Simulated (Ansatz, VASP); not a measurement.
**HgTe: VASP beside Ansatz**

The input POSCAR:

```
HgTe
1.0
   -2.9834303915      2.9834303915      1.5275763738
    2.9834303915     -2.9834303915      1.5275763738
    2.9834303915      2.9834303915     -1.5275763738
Hg Te
1 1
Direct
    0.7500000000      0.2500000000      0.5000000000
    0.0000000000      0.0000000000      0.0000000000
```

Contents of INCAR.step1:

```
PREC     = Accurate       # precision mode
ENCUT    = 520            # plane-wave cutoff, eV
ISMEAR   = -1             # smearing method
SIGMA    = 0.05           # smearing width, eV
LREAL    = False          # projectors in reciprocal space
LASPH    = True           # aspherical terms in the spheres
NELM     = 100            # most SCF steps
NBANDS   = 16             # bands
GGA      = PE             # functional
ALGO     = Normal         # electronic algorithm
EDIFF    = 1E-4           # SCF threshold, eV
LWAVE    = True           # write WAVECAR
LCHARG   = False          # write CHGCAR
```

File INCAR.step2:

```
PREC     = Accurate       # precision mode
ENCUT    = 520            # plane-wave cutoff, eV
EDIFF    = 1E-6           # SCF threshold, eV
ISMEAR   = -1             # smearing method
SIGMA    = 0.05           # smearing width, eV
LREAL    = False          # projectors in reciprocal space
LASPH    = True           # aspherical terms in the spheres
NELM     = 100            # most SCF steps
ALGO     = Normal         # electronic algorithm
ISIF     = 2              # what is computed and relaxed
LWAVE    = False          # write WAVECAR
LCHARG   = False          # write CHGCAR
METAGGA  = R2SCAN         # meta-GGA
LMIXTAU  = True         
NBANDS   = 16             # bands
ISTART   = 1
```

The input KPOINTS:

```
Automatic mesh
0
Gamma
  10 10 10
```

input.yaml

```yaml
crystal:
  lattice:
    - [-2.9834303915, 2.9834303915, 1.5275763738]
    - [2.9834303915, -2.9834303915, 1.5275763738]
    - [2.9834303915, 2.9834303915, -1.5275763738]
  atoms:
    - { symbol: Hg, position: [0.75, 0.25, 0.5] }
    - { symbol: Te, position: [0.0, 0.0, 0.0] }
hamiltonian:
  xc: r2scan
  pseudopotentials: { kind: paw }
kpoints:
  mp_grid: { grid: [10, 10, 10] }
scf:
  occupations: { method: fermi_dirac, width: 0.05 }
output:
  forces: true
  stress: true
  eigenvalues: true
```

Alike in both runs: task single point; functional r2SCAN; k mesh 10 × 10 × 10; occupations fermi-dirac, width 0.05 eV; no spin polarisation.

|  | VASP | Ansatz |
| --- | --- | --- |
| version | VASP 6.6.1 | Ansatz 0.2.0 |
| potentials or method | VASP PAW PBE potentials, release 64 (Hg, Te) | Ansatz PAW |
| plane-wave cutoff (eV) | 520 | 500 |
| valence electrons in the cell | 18 | 36 |

```tsv
	VASP	Ansatz	Ansatz less VASP
gap on the k mesh at the Fermi level (eV)	none	none	-
pressure (GPa)	2.1	1.9	-0.16
traceless stress, the component that is largest in VASP (GPa)	3.96	3.95	-0.014
```

VASP's potentials were made for PBE, not for r2SCAN. A gap of «none» marks a metal or a gap that the smearing closes. VASP's potentials hold 18 valence electrons a cell and Ansatz's 36, so a difference there can come from the potentials and not from the codes.

Neither program's run includes spin-orbit coupling.
